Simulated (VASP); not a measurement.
# SiC (P6_3mc) in VASP: single point with PBE

Aim: the single point of SiC with PBE.

Everything below comes from runs of VASP 6.6.1. Logs are shortened: lines on timing, memory, paths and dates and some standing lists are left out, and cuts for length are marked.

### Step 1. The cell of the first run

It takes space group P6_3mc (No. 186, hexagonal). The conventional cell has a = 3.087 Å, b = 3.087 Å, c = 5.000 Å, α = 90.00°, β = 90.00°, γ = 120.00°. Si (site symmetry 3m) has 4 C at 1.88 to 1.89 Å within 2.5 Å. Within 2.5 Å of C (site symmetry 3m) lie 4 Si at 1.88 to 1.89 Å.

### Step 2. Single point, PBE

The input, INCAR:

```
SYSTEM = SiC
PREC = Accurate
ENCUT = 600
EDIFF = 1E-6
ISMEAR = 0
SIGMA = 0.1
LREAL = .False.
LASPH = .True.
NELM = 120
ALGO = Normal
ISIF = 2
LWAVE = .False.
LCHARG = .True.
GGA = PE
LELF = .True.
LVHAR = .True.
NBANDS = 16
GGA_COMPAT = .False.
```

The input, KPOINTS:

```
Automatic mesh
0
Gamma
  6 6 4
  0 0 0
```

The input, POSCAR:

```
SiC
1.0
    3.0865822896      0.0000000000      0.0000000000
   -1.5432911448      2.6730586736      0.0000000000
    0.0000000000      0.0000000000      5.0002633091
Si C
2 2
Direct
    0.3333333333      0.6666666667      0.0000000000
    0.6666666667      0.3333333333      0.5000000000
    0.3333333333      0.6666666667      0.3780000000
    0.6666666667      0.3333333333      0.8780000000
```

Potentials or basis: VASP PAW PBE potentials, release 64 (Si, C).

Run with:

```bash
cat potpaw_PBE.64/Si/POTCAR potpaw_PBE.64/C/POTCAR > POTCAR
mpirun -np 1 vasp_std > vasp.out
```

OUTCAR:

```text
SYSTEM = SiC
   PREC = Accurate
   ENCUT = 600
   EDIFF = 1E-6
   ISMEAR = 0
   LREAL = .False.
   LASPH = .True.
   NELM = 120
   ISIF = 2
   GGA = PE

 ion  position               nearest neighbor table
   1  0.333  0.667  0.000-   4 1.88   4 1.88   4 1.88   3 1.89   2 3.07   2 3.07   2 3.07   2 3.07
                             2 3.07   2 3.07
   2  0.667  0.333  0.500-   3 1.88   3 1.88   3 1.88   4 1.89   1 3.07   1 3.07   1 3.07   1 3.07
                             1 3.07   1 3.07
   3  0.333  0.667  0.378-   2 1.88   2 1.88   2 1.88   1 1.89
   4  0.667  0.333  0.878-   1 1.88   1 1.88   1 1.88   2 1.89

  LATTYP: Found a hexagonal cell.
 ALAT       =     3.0865822896
 C/A-ratio  =     1.6200000000

  Lattice vectors:

 A1 = (   3.0865822896,   0.0000000000,   0.0000000000)
 A2 = (  -1.5432911448,   2.6730586736,   0.0000000000)
 A3 = (   0.0000000000,   0.0000000000,   5.0002633091)

Analysis of symmetry for initial positions (statically):
=====================================================================
 Subroutine PRICEL returns:
 Original cell was already a primitive cell.

 Routine SETGRP: Setting up the symmetry group for a
 hexagonal supercell.

 Subroutine GETGRP returns: Found 12 space group operations
 (whereof  6 operations were pure point group operations)
 out of a pool of 24 trial point group operations.

The static configuration has the point symmetry C_3v.
 The point group associated with its full space group is C_6v.

Analysis of symmetry for dynamics (positions and initial velocities):
=====================================================================
 Subroutine PRICEL returns:
 Original cell was already a primitive cell.

 Routine SETGRP: Setting up the symmetry group for a
 hexagonal supercell.

 Subroutine GETGRP returns: Found 12 space group operations
 (whereof  6 operations were pure point group operations)
 out of a pool of 24 trial point group operations.

The dynamic configuration has the point symmetry C_3v.
 The point group associated with its full space group is C_6v.

 Subroutine INISYM returns: Found 12 space group operations
 (whereof  6 operations are pure point group operations),
 and found     1 'primitive' translations

----------------------------------------------------------------------------------------

                                     Primitive cell

  volume of cell :      41.2553

  direct lattice vectors                    reciprocal lattice vectors
     3.086582290  0.000000000  0.000000000     0.323982938  0.187051637  0.000000000
    -1.543291145  2.673058674  0.000000000     0.000000000  0.374103273  0.000000000
     0.000000000  0.000000000  5.000263309     0.000000000  0.000000000  0.199989468

  length of vectors
     3.086582290  3.086582290  5.000263309     0.374103273  0.374103273  0.199989468

  position of ions in fractional coordinates (direct lattice)
     0.333333333  0.666666667  0.000000000
     0.666666667  0.333333333  0.500000000
     0.333333333  0.666666667  0.378000000
     0.666666667  0.333333333  0.878000000

  ion indices of the primitive-cell ions
   primitive index   ion index
                 1           1
                 2           2
                 3           3
                 4           4

----------------------------------------------------------------------------------------

 KPOINTS: Automatic mesh

Automatic generation of k-mesh.
 Grid dimensions read from file:
 generate k-points for:    6    6    4

 Generating k-lattice:

  Cartesian coordinates                     Fractional coordinates (reciprocal lattice)
     0.053997156  0.031175273  0.000000000     0.166666667  0.000000000  0.000000000
     0.000000000  0.062350546  0.000000000     0.000000000  0.166666667  0.000000000
     0.000000000  0.000000000  0.049997367     0.000000000  0.000000000  0.250000000

  Length of vectors
     0.062350546  0.062350546  0.049997367

  Shift w.r.t. Gamma in fractional coordinates (k-lattice)
     0.000000000  0.000000000  0.000000000

 Subroutine IBZKPT returns following result:
 ===========================================

 Found     21 irreducible k-points:

 Following reciprocal coordinates:
            Coordinates               Weight
  0.000000  0.000000  0.000000      1.000000
  0.166667  0.000000  0.000000      6.000000
  0.333333  0.000000  0.000000      6.000000
  0.500000  0.000000  0.000000      3.000000
  0.166667  0.166667  0.000000      6.000000
  0.333333  0.166667  0.000000     12.000000
[... 13 lines left out ...]
  0.333333  0.166667  0.500000     12.000000
  0.333333  0.333333  0.500000      2.000000
   k-points           NKPTS =     21   k-points in BZ     NKDIM =     21   number of bands    NBANDS=     16
   number of dos      NEDOS =    301   number of ions     NIONS =      4
   total plane-waves  NPLWV =  31360
   dimension x,y,z NGX =    28 NGY =   28 NGZ =   40
   dimension x,y,z NGXF=    56 NGYF=   56 NGZF=   80
   ions per type =               2   2
   NGX,Y,Z   is equivalent  to a cutoff of  15.08, 15.08, 13.30 a.u.
   NGXF,Y,Z  is equivalent  to a cutoff of  30.16, 30.16, 26.60 a.u.
 SYSTEM =  SiC
   PREC   = accura    normal or accurate (medium, high low for compatibility)
   ISTART =      0    job   : 0-new  1-cont  2-samecut
   ICHARG =      2    charge: 1-file 2-atom 10-const
   ISPIN  =      1    spin polarized calculation?
   LNONCOLLINEAR =      F non collinear calculations
   LSORBIT =      F    spin-orbit coupling
   LASPH  =      T    aspherical Exc in radial PAW
   ENCUT  =  600.0 eV  44.10 Ry    6.64 a.u.   6.16  6.16  9.99*2*pi/ulx,y,z
   NELM   =    120;   NELMIN=  2; NELMDL= -5     # of ELM steps
   EDIFF  = 0.1E-05   stopping-criterion for ELM
   LREAL  =      F    real-space projection
   EDIFFG = 0.1E-04   stopping-criterion for IOM
   NSW    =      0    number of steps for IOM
   IBRION =     -1    ionic relax: 0-MD 1-quasi-New 2-CG
   NFREE  =      0    steps in history (QN), initial steepest desc. (CG)
   ISIF   =      2    stress and relaxation
   ISYM   =      2    0-nonsym 1-usesym 2-fastsym
   POTIM  = 0.5000    time-step for ionic-motion
   TEBEG  =    0.0;   TEEND  =   0.0 temperature during run
   PSTRESS=    0.0 pullay stress
   NELECT =      16.0000    total number of electrons
   NUPDOWN=      -1.0000    fix difference up-down
   EMIN   =  10.00;   EMAX   =-10.00  energy-range for DOS
   EFERMI =   0.00;   METHOD = LEGACY
   ISMEAR =     0;   SIGMA  =   0.10  broadening in eV -4-tet -1-fermi 0-gaus
   EFERMI_NEDOS =   21; number of points for ismear=-14 and -15
   IALGO  =     38    algorithm
   IMIX   =      4    mixing-type and parameters
     AMIX     =   0.40;   BMIX     =  1.00
     AMIX_MAG =   1.60;   BMIX_MAG =  1.00
  volume/ion in A,a.u.               =      10.31        69.60
  Fermi-wavevector in a.u.,A,eV,Ry     =   1.193865  2.256077 19.392557  1.425313
  Thomas-Fermi vector in A             =   2.329869
   LORBIT       =      0    0 simple, 1 ext, 2 COOP (PROOUT), +10 PAW based schemes
   GGA     = PE    functional components
   LHFCALC =     F    Hartree Fock is set to
   AEXX    =    0.0000 exact exchange contribution
   IVDW    =     0    specifies the selected vdW correction
   LEPSILON=     F    determine dielectric tensor
   LRPA    =     F    only Hartree local field effects (RPA)
 non-spin polarized calculation
 Gauss-broadening in eV      SIGMA  =   0.10
  energy-cutoff  :      600.00
  volume of cell :       41.26
 maximum number of plane-waves:      1398
 NGX is ok and might be reduce to    28
   NGX = 13   NGY = 13   NGZ = 19

 number of electron      16.0000000 magnetization

 Free energy of the ion-electron system (eV)
  ---------------------------------------------------
  ext. energy  EPLUGINS =         0.00000000
  ---------------------------------------------------
  free energy    TOTEN  =       -30.08657639 eV

  energy without entropy =      -30.08657639  energy(sigma->0) =      -30.08657639

 E-fermi :   8.7282     XC(G=0): -11.3592

 val. band max:        8.2933164686   @ k =   0.0000   0.0000   0.0000
 cond. band min:      10.6432171502   @ k =   0.3333   0.3333   0.0000
 fundamental gap:      2.3499006816
 Fermi energy:         8.7281969308

 k-point     1 :       0.0000    0.0000    0.0000
  band No.  band energies     occupation
      1      -7.3001      2.00000
      2      -3.6310      2.00000
      3      -0.3654      2.00000
      4       6.8747      2.00000
      5       6.8747      2.00000
      6       8.2505      2.00000
[... 8 lines left out ...]
     15      17.2151      0.00000
     16      19.7310      0.00000

 k-point     2 :       0.1667    0.0000    0.0000
  band No.  band energies     occupation
      1      -6.8249      2.00000
      2      -3.2358      2.00000
      3       0.0658      2.00000
      4       4.7135      2.00000
      5       6.1912      2.00000
      6       6.6960      2.00000
[... 8 lines left out ...]
     15      17.8282      0.00000
     16      18.1612      0.00000

 k-point     3 :       0.3333    0.0000    0.0000
  band No.  band energies     occupation
      1      -5.4670      2.00000
      2      -2.3155      2.00000
      3       0.8573      2.00000
      4       2.0504      2.00000
      5       3.9418      2.00000
      6       5.2514      2.00000
[... 8 lines left out ...]
     15      19.2006      0.00000
     16      20.3891      0.00000

 k-point     4 :       0.5000    0.0000    0.0000
  band No.  band energies     occupation
      1      -4.0075      2.00000
      2      -2.5193      2.00000
      3       0.5530      2.00000
      4       2.0496      2.00000
      5       2.8668      2.00000
      6       4.8838      2.00000
[... 8 lines left out ...]
     15      18.8048      0.00000
     16      20.7687      0.00000
[... 267 lines left out ...]
 k-point    19 :       0.1667    0.1667    0.5000
  band No.  band energies     occupation
      1      -4.7354      2.00000
      2      -4.7354      2.00000
      3       2.8933      2.00000
      4       2.8933      2.00000
      5       5.2859      2.00000
      6       5.2859      2.00000
[... 8 lines left out ...]
     15      18.5907      0.00000
     16      18.5907      0.00000

 k-point    20 :       0.3333    0.1667    0.5000
  band No.  band energies     occupation
      1      -3.2762      2.00000
      2      -3.2762      2.00000
      3       0.7606      2.00000
      4       0.7606      2.00000
      5       4.1611      2.00000
      6       4.1611      2.00000
[... 8 lines left out ...]
     15      19.9179      0.00000
     16      19.9179      0.00000

 k-point    21 :       0.3333    0.3333    0.5000
  band No.  band energies     occupation
      1      -2.5177      2.00000
      2      -2.5177      2.00000
      3       0.4985      2.00000
      4       0.4985      2.00000
      5       2.6402      2.00000
      6       2.6402      2.00000
[... 8 lines left out ...]
     15      19.8791      0.00000
     16      19.8791      0.00000

------------------------ aborting loop because EDIFF is reached ----------------------------------------

  FORCE on cell =-STRESS in cart. coord.  units (eV):
  Direction    XX          YY          ZZ          XY          YZ          ZX
  --------------------------------------------------------------------------------------
  -------------------------------------------------------------------------------------
  Total        0.4795959      0.4795959      1.9662669     -0.0000000      0.0000000     -0.0000000
  in kB       18.6254512     18.6254512     76.3613904     -0.0000000      0.0000000     -0.0000000
  external PRESSURE =      37.8707643 kB  Pullay stress =       0.0000000 kB

 VOLUME and BASIS-vectors are now :
 -----------------------------------------------------------------------------
  energy-cutoff  :      600.00
  volume of cell :       41.26
      direct lattice vectors                 reciprocal lattice vectors
     3.086582290  0.000000000  0.000000000     0.323982938  0.187051637  0.000000000
    -1.543291145  2.673058674  0.000000000     0.000000000  0.374103273  0.000000000
     0.000000000  0.000000000  5.000263309     0.000000000  0.000000000  0.199989468

 POSITION                                       TOTAL-FORCE (eV/Angst)
 -----------------------------------------------------------------------------------
     -0.00000      1.78204      0.00000         0.000000     -0.000000      0.058343
      1.54329      0.89102      2.50013        -0.000000      0.000000      0.058343
     -0.00000      1.78204      1.89010         0.000000     -0.000000     -0.058343
      1.54329      0.89102      4.39023         0.000000      0.000000     -0.058343
 -----------------------------------------------------------------------------------
    total drift:                               -0.000000      0.000000     -0.000151

  FREE ENERGIE OF THE ION-ELECTRON SYSTEM (eV)
  ---------------------------------------------------
  free  energy   TOTEN  =       -30.0865763873 eV

  energy  without entropy=      -30.0865763873  energy(sigma->0) =      -30.08657639
```

Run time: 18 s. Hardware: 1 thread of Intel Xeon Platinum 8259CL at 2.50GHz (Skylake/Cascade Lake), shared host; peak memory 0.17 GiB.

What came out:

```yaml
Free_energy: -30.0866 eV
Pressure: 3.8 GPa
Largest_force: 0.058 eV/Å
Band_gap_on_the_k_mesh: 2.35 eV (least direct gap 3.88 eV)
```

Forces on the atoms (eV/Å):
```
Si   0.000  0.000  0.058
Si   0.000  0.000  0.058
C    0.000  0.000 -0.058
C    0.000  0.000 -0.058
```

Caveat: the cell stands under pressure. A k mesh can miss the band edges.
